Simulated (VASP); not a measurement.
# Cd (Pm-3m) in VASP: further runs, part 3 of 3

VASP 6.6.1. Earlier steps stand in the parts before.

## 5. Single point, PBE (22.87 Å³/atom)

This run uses another cell than the first one, of 22.87 Å³/atom.

INCAR reads:

```
PREC = Accurate ; ENCUT = 520
EDIFF = 1E-7 ; ISMEAR = -1
SIGMA = 0.08 ; LREAL = False
LASPH = True ; NELM = 80
ALGO = Normal ; ISIF = 2
LWAVE = False ; LCHARG = False
GGA = PE ; NBANDS = 12
```

KPOINTS reads:

```
regular mesh
0
Gamma
  14 14 14
```

POSCAR reads:

```
Cd
1.0
    2.8383779764      0.0000000000      0.0000000000
    0.0000000000      2.8383779764      0.0000000000
    0.0000000000      0.0000000000      2.8383779764
Cd
1
Direct
    0.0000000000      0.0000000000      0.0000000000
```

Potentials or basis: VASP PAW PBE potentials, release 64 (Cd).

Launch:

```
> cat potpaw_PBE.64/Cd/POTCAR > POTCAR
> mpirun -np 1 vasp_std > vasp.out
```

OUTCAR:

```text
PREC = Accurate
   ENCUT = 520
   EDIFF = 1E-7
   ISMEAR = -1
   LREAL = False
   LASPH = True
   NELM = 80
   ISIF = 2
   GGA = PE

 ion  position               nearest neighbor table
   1  0.000  0.000  0.000-

  LATTYP: Found a simple cubic cell.
 ALAT       =     2.8383779764

  Lattice vectors:

 A1 = (   2.8383779764,   0.0000000000,   0.0000000000)
 A2 = (   0.0000000000,   2.8383779764,   0.0000000000)
 A3 = (   0.0000000000,   0.0000000000,   2.8383779764)

Analysis of symmetry for initial positions (statically):
=====================================================================
 Subroutine PRICEL returns:
 Original cell was already a primitive cell.

 Routine SETGRP: Setting up the symmetry group for a
 simple cubic supercell.

 Subroutine GETGRP returns: Found 48 space group operations
 (whereof 48 operations were pure point group operations)
 out of a pool of 48 trial point group operations.

The static configuration has the point symmetry O_h .

Analysis of symmetry for dynamics (positions and initial velocities):
=====================================================================
 Subroutine PRICEL returns:
 Original cell was already a primitive cell.

 Routine SETGRP: Setting up the symmetry group for a
 simple cubic supercell.

 Subroutine GETGRP returns: Found 48 space group operations
 (whereof 48 operations were pure point group operations)
 out of a pool of 48 trial point group operations.

The dynamic configuration has the point symmetry O_h .

 Subroutine INISYM returns: Found 48 space group operations
 (whereof 48 operations are pure point group operations),
 and found     1 'primitive' translations

----------------------------------------------------------------------------------------

                                     Primitive cell

  volume of cell :      22.8671

  direct lattice vectors                    reciprocal lattice vectors
     2.838377976  0.000000000  0.000000000     0.352313895  0.000000000  0.000000000
     0.000000000  2.838377976  0.000000000     0.000000000  0.352313895  0.000000000
     0.000000000  0.000000000  2.838377976     0.000000000  0.000000000  0.352313895

  length of vectors
     2.838377976  2.838377976  2.838377976     0.352313895  0.352313895  0.352313895

  position of ions in fractional coordinates (direct lattice)
     0.000000000  0.000000000  0.000000000

  ion indices of the primitive-cell ions
   primitive index   ion index
                 1           1

----------------------------------------------------------------------------------------

 KPOINTS: regular mesh

Automatic generation of k-mesh.
 Grid dimensions read from file:
 generate k-points for:   14   14   14

 Generating k-lattice:

  Cartesian coordinates                     Fractional coordinates (reciprocal lattice)
     0.025165278  0.000000000  0.000000000     0.071428571  0.000000000  0.000000000
     0.000000000  0.025165278  0.000000000     0.000000000  0.071428571  0.000000000
     0.000000000  0.000000000  0.025165278     0.000000000  0.000000000  0.071428571

  Length of vectors
     0.025165278  0.025165278  0.025165278

  Shift w.r.t. Gamma in fractional coordinates (k-lattice)
     0.000000000  0.000000000  0.000000000

 Subroutine IBZKPT returns following result:
 ===========================================

 Found    120 irreducible k-points:

 Following reciprocal coordinates:
            Coordinates               Weight
  0.000000  0.000000  0.000000      1.000000
  0.071429  0.000000  0.000000      6.000000
  0.142857  0.000000  0.000000      6.000000
  0.214286  0.000000  0.000000      6.000000
  0.285714  0.000000  0.000000      6.000000
  0.357143  0.000000  0.000000      6.000000
[... 16 lines left out ...]
  0.285714  0.214286  0.000000     24.000000
  0.357143  0.214286  0.000000     24.000000
 [... further k-points ...]
   k-points           NKPTS =    120   k-points in BZ     NKDIM =    120   number of bands    NBANDS=     12
   number of dos      NEDOS =    301   number of ions     NIONS =      1
   total plane-waves  NPLWV =  13824
   dimension x,y,z NGX =    24 NGY =   24 NGZ =   24
   dimension x,y,z NGXF=    48 NGYF=   48 NGZF=   48
   ions per type =               1
   NGX,Y,Z   is equivalent  to a cutoff of  14.06, 14.06, 14.06 a.u.
   NGXF,Y,Z  is equivalent  to a cutoff of  28.11, 28.11, 28.11 a.u.
 SYSTEM =  unknown system
   PREC   = accura    normal or accurate (medium, high low for compatibility)
   ISTART =      0    job   : 0-new  1-cont  2-samecut
   ICHARG =      2    charge: 1-file 2-atom 10-const
   ISPIN  =      1    spin polarized calculation?
   LNONCOLLINEAR =      F non collinear calculations
   LSORBIT =      F    spin-orbit coupling
   LASPH  =      T    aspherical Exc in radial PAW
   ENCUT  =  520.0 eV  38.22 Ry    6.18 a.u.   5.28  5.28  5.28*2*pi/ulx,y,z
   NELM   =     80;   NELMIN=  2; NELMDL= -5     # of ELM steps
   EDIFF  = 0.1E-06   stopping-criterion for ELM
   LREAL  =      F    real-space projection
   EDIFFG = 0.1E-05   stopping-criterion for IOM
   NSW    =      0    number of steps for IOM
   IBRION =     -1    ionic relax: 0-MD 1-quasi-New 2-CG
   NFREE  =      0    steps in history (QN), initial steepest desc. (CG)
   ISIF   =      2    stress and relaxation
   ISYM   =      2    0-nonsym 1-usesym 2-fastsym
   POTIM  = 0.5000    time-step for ionic-motion
   TEBEG  =    0.0;   TEEND  =   0.0 temperature during run
   PSTRESS=    0.0 pullay stress
   NELECT =      12.0000    total number of electrons
   NUPDOWN=      -1.0000    fix difference up-down
   EMIN   =  10.00;   EMAX   =-10.00  energy-range for DOS
   EFERMI =   0.00;   METHOD = LEGACY
   ISMEAR =    -1;   SIGMA  =   0.08  broadening in eV -4-tet -1-fermi 0-gaus
   EFERMI_NEDOS =   21; number of points for ismear=-14 and -15
   IALGO  =     38    algorithm
   IMIX   =      4    mixing-type and parameters
     AMIX     =   0.40;   BMIX     =  1.00
     AMIX_MAG =   1.60;   BMIX_MAG =  1.00
  volume/ion in A,a.u.               =      22.87       154.31
  Fermi-wavevector in a.u.,A,eV,Ry     =   1.320480  2.495345 23.724020  1.743666
  Thomas-Fermi vector in A             =   2.450303
   LORBIT       =      0    0 simple, 1 ext, 2 COOP (PROOUT), +10 PAW based schemes
   GGA     = PE    functional components
   LHFCALC =     F    Hartree Fock is set to
   AEXX    =    0.0000 exact exchange contribution
   IVDW    =     0    specifies the selected vdW correction
   LEPSILON=     F    determine dielectric tensor
   LRPA    =     F    only Hartree local field effects (RPA)
 non-spin polarized calculation
  energy-cutoff  :      520.00
  volume of cell :       22.87
 maximum number of plane-waves:       628
 NGX is ok and might be reduce to    24
   NGX = 11   NGY = 11   NGZ = 11

 number of electron      12.0000004 magnetization

 Free energy of the ion-electron system (eV)
  ---------------------------------------------------
  ext. energy  EPLUGINS =         0.00000000
  ---------------------------------------------------
  free energy    TOTEN  =        -0.53637119 eV

  energy without entropy =       -0.52840820  energy(sigma->0) =       -0.53238969

 E-fermi :   2.4030     XC(G=0): -10.6530

 val. band max:        2.3485420457   @ k =   0.4286   0.1429   0.1429
 cond. band min:       2.4145322275   @ k =   0.4286   0.2143   0.0000
 fundamental gap:      0.0659901818
 Fermi energy:         2.4030113910

 k-point     1 :       0.0000    0.0000    0.0000
  band No.  band energies     occupation
      1      -7.6180      2.00000
      2      -7.6180      2.00000
      3      -6.0035      2.00000
      4      -5.8049      2.00000
      5      -5.8049      2.00000
      6      -5.8049      2.00000
      7      13.1737      0.00000
      8      13.1737      0.00000
      9      13.1737      0.00000
     10      17.0413      0.00000
     11      17.0413      0.00000
     12      18.0699      0.00000
[... 331 lines left out ...]
 k-point    24 :       0.3571    0.2143    0.0000
  band No.  band energies     occupation
      1      -7.2739      2.00000
      2      -6.6877      2.00000
      3      -6.4979      2.00000
      4      -6.2222      2.00000
      5      -5.9713      2.00000
      6      -2.1177      2.00000
      7       4.2630      0.00000
      8      10.2590      0.00000
      9      15.7635      0.00000
     10      17.4418      0.00000
     11      18.5963      0.00000
     12      23.3364      0.00000

 [... further k-points ...]

------------------------ aborting loop because EDIFF is reached ----------------------------------------

  FORCE on cell =-STRESS in cart. coord.  units (eV):
  Direction    XX          YY          ZZ          XY          YZ          ZX
  --------------------------------------------------------------------------------------
  -------------------------------------------------------------------------------------
  Total        1.1902175      1.1902175      1.1902175      0.0000000     -0.0000000      0.0000000
  in kB       83.3923539     83.3923539     83.3923539      0.0000000     -0.0000000      0.0000000
  external PRESSURE =      83.3923539 kB  Pullay stress =       0.0000000 kB

 VOLUME and BASIS-vectors are now :
 -----------------------------------------------------------------------------
  energy-cutoff  :      520.00
  volume of cell :       22.87
      direct lattice vectors                 reciprocal lattice vectors
     2.838377976  0.000000000  0.000000000     0.352313895  0.000000000  0.000000000
     0.000000000  2.838377976  0.000000000     0.000000000  0.352313895  0.000000000
     0.000000000  0.000000000  2.838377976     0.000000000  0.000000000  0.352313895

 POSITION                                       TOTAL-FORCE (eV/Angst)
 -----------------------------------------------------------------------------------
      0.00000      0.00000      0.00000         0.000000      0.000000      0.000000
 -----------------------------------------------------------------------------------
    total drift:                                0.000000      0.000000     -0.000000

  FREE ENERGIE OF THE ION-ELECTRON SYSTEM (eV)
  ---------------------------------------------------
  free  energy   TOTEN  =        -0.5363711857 eV

  energy  without entropy=       -0.5284081991  energy(sigma->0) =       -0.53238969
```

OSZICAR:

```text
N       E                     dE             d eps       ncg     rms          rms(c)
DAV:   1     0.723709785355E+02    0.72371E+02   -0.69125E+03  3048   0.987E+02
DAV:   2     0.777147841981E+00   -0.71594E+02   -0.68491E+02  3148   0.238E+02
DAV:   3    -0.589960953395E+00   -0.13671E+01   -0.13666E+01  3368   0.370E+01
DAV:   4    -0.591794656861E+00   -0.18337E-02   -0.18337E-02  3200   0.136E+00
DAV:   5    -0.591799319436E+00   -0.46626E-05   -0.46628E-05  3408   0.660E-02    0.308E+00
DAV:   6    -0.541507258385E+00    0.50292E-01   -0.12515E-01  3416   0.439E+00    0.239E+00
DAV:   7    -0.536894364467E+00    0.46129E-02   -0.11251E-02  3316   0.107E+00    0.117E+00
DAV:   8    -0.536347065328E+00    0.54730E-03   -0.13115E-03  3144   0.476E-01    0.481E-02
DAV:   9    -0.536364637378E+00   -0.17572E-04   -0.65083E-06  3192   0.210E-02    0.127E-02
DAV:  10    -0.536371385420E+00   -0.67480E-05   -0.56503E-06  3188   0.259E-02    0.157E-03
DAV:  11    -0.536371272335E+00    0.11309E-06   -0.16811E-08  2112   0.127E-03    0.402E-04
DAV:  12    -0.536371169966E+00    0.10237E-06   -0.88095E-09  1636   0.942E-04    0.102E-04
DAV:  13    -0.536371185666E+00   -0.15699E-07   -0.25491E-10  1544   0.187E-04
   1 F= -.53637119E+00 E0= -.53238969E+00  d E =-.796299E-02
```

Run time: 22 s. Hardware: 1 thread of AMD EPYC 7R13 (Zen 3), shared host; peak memory 0.13 GiB.

Results:

```yaml
Free_energy: -0.5364 eV
Pressure: 8.3 GPa
Band_gap_on_the_k_mesh: zero (bands 6 and 7 overlap by 7.58 eV)
```

Caveat: the cell stands under pressure.

## 6. Single point, PBE (25.56 Å³/atom)

This run uses another cell than the first one, of 25.56 Å³/atom.

INCAR reads:

```
SYSTEM = Cd
PREC = Accurate ; ENCUT = 520
EDIFF = 1E-6 ; ISMEAR = -1
SIGMA = 0.08 ; LREAL = .False.
LASPH = .True. ; NELM = 100
ALGO = Normal ; ISIF = 2
LWAVE = .False. ; LCHARG = .True.
GGA = PE ; LELF = .True.
LVHAR = .True. ; NBANDS = 12
```

KPOINTS reads:

```
regular mesh
0
Gamma
  14 14 14
  0 0 0
```

POSCAR reads:

```
Cd
1.0
    2.9455865509      0.0000000000      0.0000000000
    0.0000000000      2.9455865509      0.0000000000
    0.0000000000      0.0000000000      2.9455865509
Cd
1
Direct
    0.0000000000      0.0000000000      0.0000000000
```

Potentials or basis: VASP PAW PBE potentials, release 64 (Cd).

Launch:

```
> cat potpaw_PBE.64/Cd/POTCAR > POTCAR
> mpirun -np 1 vasp_std > vasp.out
```

Run time: 20 s. Hardware: 1 thread of AMD EPYC 7R13 (Zen 3), shared host; peak memory 0.13 GiB.

It converged, with:

```
Free energy            : -0.6180 eV
Pressure               : 2.1 GPa
Band gap on the k mesh : zero (bands 6 and 7 overlap by 6.82 eV)
```

Levels at points of the mesh, in eV from the Fermi level:
| k point | band 2 | band 3 | band 4 | band 5 | band 6 | band 7 | band 8 | band 9 | band 10 | band 11 |
| --- | --- | --- | --- | --- | --- | --- | --- | --- | --- | --- |
| (0.00, 0.00, 0.00) | -9.58 | -8.14 | -8.14 | -8.14 | -7.68 | 10.08 | 10.08 | 10.08 | 13.65 | 13.65 |
| (0.50, 0.00, 0.00) | -8.91 | -8.57 | -8.57 | -8.10 | -2.65 | -2.17 | 14.02 | 14.02 | 14.77 | 15.37 |
| (0.50, 0.50, 0.00) | -9.12 | -8.50 | -8.50 | -7.75 | 1.22 | 1.22 | 2.00 | 5.79 | 18.28 | 18.28 |
| (0.50, 0.50, 0.50) | -9.18 | -9.18 | -7.72 | -7.72 | 4.65 | 4.65 | 4.65 | 7.68 | 8.52 | 9.63 |

## 7. Overview

```tsv
cell	gap on the mesh (eV)	pressure (GPa)
a = 2.722 Å, 1 atom	none	20.6
a = 2.838 Å, 1 atom	none	8.3
a = 2.946 Å, 1 atom	none	2.1
```

Alike in all rows: task single point; level PBE; potentials or basis VASP PAW PBE potentials, release 64 (Cd); no spin polarisation; k mesh 14 × 14 × 14; cutoff (eV) 520; smearing fermi-dirac 0.08 eV.

Caveats: the cell stands under pressure (at least some runs).

Absolute energies hang on the potentials; compare differences alone.
